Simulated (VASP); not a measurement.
# BiP (P6_3mc) in VASP: further runs

The runs below take BiP through single point, with LDA, r2SCAN.

All numbers are computed with VASP 6.6.1; they aren't measurements. Logs are shortened: lines on timing, memory, paths and dates and some standing lists are left out, and cuts for length are marked.

## Step 1: The cell of the first run

Symmetry: P6_3mc, No. 186, hexagonal system. Conventional cell: a = 4.905 Å, b = 4.905 Å, c = 6.174 Å, α = 90.00°, β = 90.00°, γ = 120.00°. Within 3.6 Å of Bi (site symmetry 3m) lie 5 P at 2.71 to 3.47 Å. Within 3.6 Å of P (site symmetry 3m) lie 5 Bi at 2.71 to 3.47 Å.

## Step 2: Single point, LDA

INCAR reads:

```
SYSTEM = BiP
ALGO = Normal
EDIFF = 1E-6
ENCUT = 520
ISIF = 2
ISMEAR = 0
LASPH = .TRUE.
LCHARG = .FALSE.
LREAL = .FALSE.
LWAVE = .FALSE.
NBANDS = 28
NELM = 100
PREC = Accurate
SIGMA = 0.05
```

KPOINTS reads:

```
k-points
0
G
  8 8 6
  0 0 0
```

POSCAR reads:

```
BiP
1.0
    4.9048130777      0.0000000000      0.0000000000
   -2.4524065388      4.2476927261      0.0000000000
    0.0000000000      0.0000000000      6.1737119889
Bi P
2 2
Direct
    0.6666666667      0.3333333333      0.0317686379
    0.3333333333      0.6666666667      0.5317686379
    0.6666666667      0.3333333333      0.5934313621
    0.3333333333      0.6666666667      0.0934313621
```

Potentials or basis: VASP PAW LDA potentials, release 64 (Bi_d, P).

Launch:

```bash
$ cat potpaw_LDA.64/Bi_d/POTCAR potpaw_LDA.64/P/POTCAR > POTCAR
$ mpirun -np 1 vasp_std > vasp.out
```

OUTCAR:

```text
SYSTEM = BiP
   EDIFF = 1E-6
   ENCUT = 520
   ISIF = 2
   ISMEAR = 0
   LASPH = .TRUE.
   LREAL = .FALSE.
   NELM = 100
   PREC = Accurate

 ion  position               nearest neighbor table
   1  0.667  0.333  0.032-   3 2.71   4 2.86   4 2.86   4 2.86
   2  0.333  0.667  0.532-   4 2.71   3 2.86   3 2.86   3 2.86
   3  0.667  0.333  0.593-   1 2.71   2 2.86   2 2.86   2 2.86
   4  0.333  0.667  0.093-   2 2.71   1 2.86   1 2.86   1 2.86

  LATTYP: Found a hexagonal cell.
 ALAT       =     4.9048130777
 C/A-ratio  =     1.2587048459

  Lattice vectors:

 A1 = (   4.9048130777,   0.0000000000,   0.0000000000)
 A2 = (  -2.4524065388,   4.2476927261,   0.0000000000)
 A3 = (   0.0000000000,   0.0000000000,   6.1737119889)

Analysis of symmetry for initial positions (statically):
=====================================================================
 Subroutine PRICEL returns:
 Original cell was already a primitive cell.

 Routine SETGRP: Setting up the symmetry group for a
 hexagonal supercell.

 Subroutine GETGRP returns: Found 12 space group operations
 (whereof  6 operations were pure point group operations)
 out of a pool of 24 trial point group operations.

The static configuration has the point symmetry C_3v.
 The point group associated with its full space group is C_6v.

Analysis of symmetry for dynamics (positions and initial velocities):
=====================================================================
 Subroutine PRICEL returns:
 Original cell was already a primitive cell.

 Routine SETGRP: Setting up the symmetry group for a
 hexagonal supercell.

 Subroutine GETGRP returns: Found 12 space group operations
 (whereof  6 operations were pure point group operations)
 out of a pool of 24 trial point group operations.

The dynamic configuration has the point symmetry C_3v.
 The point group associated with its full space group is C_6v.

 Subroutine INISYM returns: Found 12 space group operations
 (whereof  6 operations are pure point group operations),
 and found     1 'primitive' translations

----------------------------------------------------------------------------------------

                                     Primitive cell

  volume of cell :     128.6240

  direct lattice vectors                    reciprocal lattice vectors
     4.904813078  0.000000000  0.000000000     0.203881368  0.117710963  0.000000000
    -2.452406539  4.247692726  0.000000000     0.000000000  0.235421925  0.000000000
     0.000000000  0.000000000  6.173711989     0.000000000  0.000000000  0.161977106

  length of vectors
     4.904813078  4.904813078  6.173711989     0.235421925  0.235421925  0.161977106

  position of ions in fractional coordinates (direct lattice)
     0.666666667  0.333333333  0.031768638
     0.333333333  0.666666667  0.531768638
     0.666666667  0.333333333  0.593431362
     0.333333333  0.666666667  0.093431362

  ion indices of the primitive-cell ions
   primitive index   ion index
                 1           1
                 2           2
                 3           3
                 4           4

----------------------------------------------------------------------------------------

 KPOINTS: k-points

Automatic generation of k-mesh.
 Grid dimensions read from file:
 generate k-points for:    8    8    6

 Generating k-lattice:

  Cartesian coordinates                     Fractional coordinates (reciprocal lattice)
     0.025485171  0.014713870  0.000000000     0.125000000  0.000000000  0.000000000
     0.000000000  0.029427741  0.000000000     0.000000000  0.125000000  0.000000000
     0.000000000  0.000000000  0.026996184     0.000000000  0.000000000  0.166666667

  Length of vectors
     0.029427741  0.029427741  0.026996184

  Shift w.r.t. Gamma in fractional coordinates (k-lattice)
     0.000000000  0.000000000  0.000000000

 Subroutine IBZKPT returns following result:
 ===========================================

 Found     40 irreducible k-points:

 Following reciprocal coordinates:
            Coordinates               Weight
  0.000000  0.000000  0.000000      1.000000
  0.125000  0.000000  0.000000      6.000000
  0.250000  0.000000  0.000000      6.000000
  0.375000  0.000000  0.000000      6.000000
  0.500000  0.000000  0.000000      3.000000
  0.125000  0.125000  0.000000      6.000000
[... 16 lines left out ...]
  0.250000  0.000000  0.333333     12.000000
  0.375000  0.000000  0.333333     12.000000
 [... further k-points ...]
   k-points           NKPTS =     40   k-points in BZ     NKDIM =     40   number of bands    NBANDS=     28
   number of dos      NEDOS =    301   number of ions     NIONS =      4
   total plane-waves  NPLWV =  62208
   dimension x,y,z NGX =    36 NGY =   36 NGZ =   48
   dimension x,y,z NGXF=    72 NGYF=   72 NGZF=   96
   ions per type =               2   2
   NGX,Y,Z   is equivalent  to a cutoff of  12.20, 12.20, 12.93 a.u.
   NGXF,Y,Z  is equivalent  to a cutoff of  24.40, 24.40, 25.85 a.u.
 SYSTEM =  BiP
   PREC   = accura    normal or accurate (medium, high low for compatibility)
   ISTART =      0    job   : 0-new  1-cont  2-samecut
   ICHARG =      2    charge: 1-file 2-atom 10-const
   ISPIN  =      1    spin polarized calculation?
   LNONCOLLINEAR =      F non collinear calculations
   LSORBIT =      F    spin-orbit coupling
   LASPH  =      T    aspherical Exc in radial PAW
   ENCUT  =  520.0 eV  38.22 Ry    6.18 a.u.   9.12  9.12 11.48*2*pi/ulx,y,z
   NELM   =    100;   NELMIN=  2; NELMDL= -5     # of ELM steps
   EDIFF  = 0.1E-05   stopping-criterion for ELM
   LREAL  =      F    real-space projection
   EDIFFG = 0.1E-04   stopping-criterion for IOM
   NSW    =      0    number of steps for IOM
   IBRION =     -1    ionic relax: 0-MD 1-quasi-New 2-CG
   NFREE  =      0    steps in history (QN), initial steepest desc. (CG)
   ISIF   =      2    stress and relaxation
   ISYM   =      2    0-nonsym 1-usesym 2-fastsym
   POTIM  = 0.5000    time-step for ionic-motion
   TEBEG  =    0.0;   TEEND  =   0.0 temperature during run
   PSTRESS=    0.0 pullay stress
   NELECT =      40.0000    total number of electrons
   NUPDOWN=      -1.0000    fix difference up-down
   EMIN   =  10.00;   EMAX   =-10.00  energy-range for DOS
   EFERMI =   0.00;   METHOD = LEGACY
   ISMEAR =     0;   SIGMA  =   0.05  broadening in eV -4-tet -1-fermi 0-gaus
   EFERMI_NEDOS =   21; number of points for ismear=-14 and -15
   IALGO  =     38    algorithm
   IMIX   =      4    mixing-type and parameters
     AMIX     =   0.40;   BMIX     =  1.00
     AMIX_MAG =   1.60;   BMIX_MAG =  1.00
  volume/ion in A,a.u.               =      32.16       217.00
  Fermi-wavevector in a.u.,A,eV,Ry     =   1.109143  2.095976 16.737861  1.230198
  Thomas-Fermi vector in A             =   2.245679
   LORBIT       =      0    0 simple, 1 ext, 2 COOP (PROOUT), +10 PAW based schemes
   GGA     = CA    functional components
   LHFCALC =     F    Hartree Fock is set to
   AEXX    =    0.0000 exact exchange contribution
   IVDW    =     0    specifies the selected vdW correction
   LEPSILON=     F    determine dielectric tensor
   LRPA    =     F    only Hartree local field effects (RPA)
 non-spin polarized calculation
 Gauss-broadening in eV      SIGMA  =   0.05
  energy-cutoff  :      520.00
  volume of cell :      128.62
 maximum number of plane-waves:      3486
   NGX = 19   NGY = 19   NGZ = 23

 number of electron      40.0000000 magnetization

 Free energy of the ion-electron system (eV)
  ---------------------------------------------------
  ext. energy  EPLUGINS =         0.00000000
  ---------------------------------------------------
  free energy    TOTEN  =       -20.04880203 eV

  energy without entropy =      -20.04845997  energy(sigma->0) =      -20.04863100

 E-fermi :   4.8130     XC(G=0):  -9.0154

 val. band max:        4.7600970424   @ k =   0.3750   0.2500   0.0000
 cond. band min:       4.8694743060   @ k =   0.1250   0.0000   0.0000
 fundamental gap:      0.1093772636
 Fermi energy:         4.8129988189

 k-point     1 :       0.0000    0.0000    0.0000
  band No.  band energies     occupation
      1     -18.4438      2.00000
      2     -18.4313      2.00000
      3     -18.4313      2.00000
      4     -18.4303      2.00000
      5     -18.4303      2.00000
      6     -18.4235      2.00000
[... 20 lines left out ...]
     27       9.8751      0.00000
     28       9.8751      0.00000

 k-point     2 :       0.1250    0.0000    0.0000
  band No.  band energies     occupation
      1     -18.4444      2.00000
      2     -18.4327      2.00000
      3     -18.4310      2.00000
      4     -18.4294      2.00000
      5     -18.4288      2.00000
      6     -18.4225      2.00000
[... 20 lines left out ...]
     27       9.6935      0.00000
     28       9.8933      0.00000

 k-point     3 :       0.2500    0.0000    0.0000
  band No.  band energies     occupation
      1     -18.4456      2.00000
      2     -18.4348      2.00000
      3     -18.4299      2.00000
      4     -18.4276      2.00000
      5     -18.4257      2.00000
      6     -18.4208      2.00000
[... 20 lines left out ...]
     27       9.4709      0.00000
     28      10.0773      0.00000

 k-point     4 :       0.3750    0.0000    0.0000
  band No.  band energies     occupation
      1     -18.4467      2.00000
      2     -18.4364      2.00000
      3     -18.4285      2.00000
      4     -18.4265      2.00000
      5     -18.4225      2.00000
      6     -18.4199      2.00000
[... 20 lines left out ...]
     27       9.5732      0.00000
     28       9.8141      0.00000

 k-point     5 :       0.5000    0.0000    0.0000
  band No.  band energies     occupation
      1     -18.4471      2.00000
      2     -18.4369      2.00000
      3     -18.4278      2.00000
      4     -18.4263      2.00000
      5     -18.4208      2.00000
      6     -18.4201      2.00000
[... 20 lines left out ...]
     27       9.4792      0.00000
     28       9.8724      0.00000

 k-point     6 :       0.1250    0.1250    0.0000
  band No.  band energies     occupation
      1     -18.4451      2.00000
      2     -18.4348      2.00000
      3     -18.4291      2.00000
      4     -18.4291      2.00000
      5     -18.4265      2.00000
      6     -18.4212      2.00000
[... 463 lines left out ...]
      5     -18.4323      2.00000
      6     -18.4279      2.00000
[... 20 lines left out ...]
     27       9.1003      0.00000
     28      10.4265      0.00000

 k-point    22 :       0.1250    0.0000    0.3333
  band No.  band energies     occupation
      1     -18.4392      2.00000
      2     -18.4339      2.00000
      3     -18.4329      2.00000
      4     -18.4314      2.00000
      5     -18.4304      2.00000
      6     -18.4276      2.00000
[... 20 lines left out ...]
     27       9.5302      0.00000
     28      10.7776      0.00000

 k-point    23 :       0.2500    0.0000    0.3333
  band No.  band energies     occupation
      1     -18.4408      2.00000
      2     -18.4344      2.00000
      3     -18.4310      2.00000
      4     -18.4293      2.00000
      5     -18.4275      2.00000
      6     -18.4268      2.00000
[... 20 lines left out ...]
     27      10.2270      0.00000
     28      10.6566      0.00000

 k-point    24 :       0.3750    0.0000    0.3333
  band No.  band energies     occupation
      1     -18.4415      2.00000
      2     -18.4352      2.00000
      3     -18.4287      2.00000
      4     -18.4274      2.00000
      5     -18.4261      2.00000
      6     -18.4252      2.00000
[... 20 lines left out ...]
     27      10.1646      0.00000
     28      10.6491      0.00000

 [... further k-points ...]

------------------------ aborting loop because EDIFF is reached ----------------------------------------

  FORCE on cell =-STRESS in cart. coord.  units (eV):
  Direction    XX          YY          ZZ          XY          YZ          ZX
  --------------------------------------------------------------------------------------
  -------------------------------------------------------------------------------------
  Total       -2.3769415     -2.3769415     -2.5775129     -0.0000000      0.0000000      0.0000000
  in kB      -29.6078688    -29.6078688    -32.1062448     -0.0000000      0.0000000      0.0000000
  external PRESSURE =     -30.4406608 kB  Pullay stress =       0.0000000 kB

 VOLUME and BASIS-vectors are now :
 -----------------------------------------------------------------------------
  energy-cutoff  :      520.00
  volume of cell :      128.62
      direct lattice vectors                 reciprocal lattice vectors
     4.904813078  0.000000000  0.000000000     0.203881368  0.117710963  0.000000000
    -2.452406539  4.247692726  0.000000000     0.000000000  0.235421925  0.000000000
     0.000000000  0.000000000  6.173711989     0.000000000  0.000000000  0.161977106

 POSITION                                       TOTAL-FORCE (eV/Angst)
 -----------------------------------------------------------------------------------
      2.45241      1.41590      0.19613        -0.000000      0.000000     -0.082151
     -0.00000      2.83180      3.28299         0.000000     -0.000000     -0.082151
      2.45241      1.41590      3.66367        -0.000000      0.000000      0.082151
     -0.00000      2.83180      0.57682         0.000000     -0.000000      0.082151
 -----------------------------------------------------------------------------------
    total drift:                                0.000000     -0.000000      0.000723

  FREE ENERGIE OF THE ION-ELECTRON SYSTEM (eV)
  ---------------------------------------------------
  free  energy   TOTEN  =       -20.0488020257 eV

  energy  without entropy=      -20.0484599655  energy(sigma->0) =      -20.04863100
```

It took 92 s on 1 thread of AMD EPYC 7R13 (Zen 3), shared host; peak memory 0.23 GiB.

What came out:

```
Free energy            : -20.0488 eV
Pressure               : -3.0 GPa
Largest force          : 0.082 eV/Å
Band gap on the k mesh : 0.11 eV (least direct gap 1.00 eV)
```

Forces on the atoms (eV/Å):
```
Bi   0.000  0.000 -0.082
Bi   0.000  0.000 -0.082
P    0.000  0.000  0.082
P    0.000  0.000  0.082
```

Stress tensor (GPa, compression positive):
```
-2.96  0.00  0.00
 0.00 -2.96  0.00
 0.00  0.00 -3.21
```

Caveat: the cell stands under tension; spin-orbit coupling is left out, which moves the levels of the heavy elements.

## Step 3: Single point, r2SCAN

POSCAR is that of step 2.

INCAR.step1 reads:

```
ALGO = Normal ; EDIFF = 1E-4
ENCUT = 520 ; GGA = PE
ISMEAR = 0 ; LASPH = True
LCHARG = False ; LREAL = False
LWAVE = True ; NBANDS = 28
NELM = 60 ; PREC = Accurate
SIGMA = 0.05
```

INCAR.step2 reads:

```
ALGO = Normal ; EDIFF = 1E-6
ENCUT = 520 ; ISIF = 2
ISMEAR = 0 ; ISTART = 1
LASPH = True ; LCHARG = True
LELF = True ; LMIXTAU = True
LREAL = False ; LVHAR = True
LWAVE = False ; METAGGA = R2SCAN
NBANDS = 28 ; NELM = 60
PREC = Accurate ; SIGMA = 0.05
```

KPOINTS reads:

```
k-points
0
Gamma
  8 8 6
```

Potentials or basis: VASP PAW PBE potentials, release 64 (Bi_d, P).

Launch:

```bash
$ cat potpaw_PBE.64/Bi_d/POTCAR potpaw_PBE.64/P/POTCAR > POTCAR
$ cp INCAR.step1 INCAR
$ mpirun -np 1 vasp_std > vasp.out
$ cp INCAR.step2 INCAR
$ mpirun -np 1 vasp_std > vasp.out
```

It took 5.4 min on 1 thread of AMD EPYC 7R13 (Zen 3), shared host; peak memory 0.29 GiB.

The run converged. Its results:

```
Free energy            : -133.9590 eV
Pressure               : -0.9 GPa
Largest force          : 0.109 eV/Å
Band gap on the k mesh : 0.21 eV (least direct gap 1.21 eV)
```

Forces on the atoms (eV/Å):
```
Bi   0.000  0.000 -0.109
Bi   0.000  0.000 -0.109
P    0.000  0.000  0.109
P    0.000  0.000  0.109
```

Stress tensor (GPa, compression positive):
```
-0.71  0.00  0.00
 0.00 -0.71  0.00
 0.00  0.00 -1.26
```

Levels at points of the mesh, in eV from the valence-band top:
| k point | band 16 | band 17 | band 18 | band 19 | band 20 | band 21 | band 22 | band 23 | band 24 | band 25 |
| --- | --- | --- | --- | --- | --- | --- | --- | --- | --- | --- |
| (0.00, 0.00, 0.00) | -3.81 | -3.81 | -2.07 | -2.03 | -2.03 | 0.21 | 0.21 | 2.41 | 2.41 | 3.34 |
| (0.50, 0.00, 0.00) | -4.63 | -3.66 | -2.75 | -2.53 | -0.78 | 2.01 | 2.47 | 3.49 | 3.86 | 4.94 |
| (0.00, 0.00, 0.50) | -3.06 | -3.06 | -3.06 | -2.28 | -2.28 | 1.11 | 1.11 | 1.11 | 1.11 | 2.19 |
| (0.50, 0.00, 0.50) | -3.85 | -2.62 | -2.62 | -1.41 | -1.41 | 0.77 | 0.77 | 2.98 | 2.98 | 3.74 |

Caveat: the PAW data sets were made with another functional, which shifts forces and pressure a little; spin-orbit coupling is left out, which moves the levels of the heavy elements. A k mesh can miss the band edges.
